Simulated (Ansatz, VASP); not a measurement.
# OsO in VASP and in Ansatz

```
CELL_PARAMETERS angstrom
0.00000 2.31924 2.31924
2.31924 0.00000 2.31924
2.31924 2.31924 0.00000
ATOMIC_POSITIONS crystal
Os 0.00000 0.00000 0.00000
O 0.75000 0.75000 0.75000
```

Alike in both runs: functional PBE; k mesh 6 × 6 × 6; occupations gaussian, width 0.1 eV; no spin polarisation.

Ansatz relaxed the structure, and its values are those at the end. VASP's run is a single point on that final structure, the one shown.

```csv
,VASP,Ansatz
version,VASP 6.6.1,Ansatz 0.2.0
potentials or method,"VASP PAW PBE potentials, release 64 (Os, O), cutoff 520 eV","scalar-relativistic, plane waves, PAW"
valence electrons in the cell,14,22
```

```tsv
	VASP	Ansatz	Ansatz less VASP
gap on the k mesh at the Fermi level (eV)	0.18	0.21	+0.032
least direct gap on the mesh (eV)	0.97	0.98	+0.009
pressure (GPa)	2.8	0.0	-2.82
```

With one functional, cell and mesh, what is left measures potentials, basis and numerics. VASP's potentials hold 14 valence electrons a cell and Ansatz's 22, so a difference there can come from the potentials and not from the codes.

Neither program's run includes spin-orbit coupling.
